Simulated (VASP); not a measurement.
# AlNi (AlNi (110), 3 layers): single point with PBE

The system is AlNi (AlNi (110), 3 layers), a slab with vacuum.

```
Ni Al
1.0
     2.89357    0.00000    0.00000
     0.00000    4.09213    0.00000
     0.00000    0.00000   20.09210
Ni Al
3 3
Direct
  0.75000 0.25000 0.39817
  0.75000 0.75000 0.50000
  0.75000 0.25000 0.60183
  0.25000 0.75000 0.39817
  0.25000 0.25000 0.50000
  0.25000 0.75000 0.60183
```

```yaml
Program: VASP 6.6.1
Task: single point
Functional: PBE
Potentials_or_basis: VASP PAW PBE potentials, release 64 (Ni, Al)
Cutoff: 520 eV
k_mesh: 13 × 9 × 1
Occupations: fermi-dirac, width 0.1 eV
Spin: no spin polarisation
```

```
Largest force : 0.624 eV/Å
```

Forces on the atoms (eV/Å):
```
Ni   0.000  0.000  0.624
Ni   0.000  0.000  0.000
Ni   0.000  0.000 -0.624
Al   0.000  0.000 -0.451
Al   0.000  0.000  0.000
Al   0.000  0.000  0.451
```

Levels at points of the mesh, in eV from the Fermi level:
```
           k point  band 18  band 19  band 20  band 21  band 22  band 23
(0.00, 0.00, 0.00)    -1.15    -1.08    -0.79     1.08     2.25     3.29
```

Run time: 2.6 min on 1 thread of Intel(R) Xeon(R) 6975P-C (Granite Rapids) (shared host), peak memory 0.43 GiB.

Spin polarisation is off, so any magnetic state and its effect on volume and gap are missing.
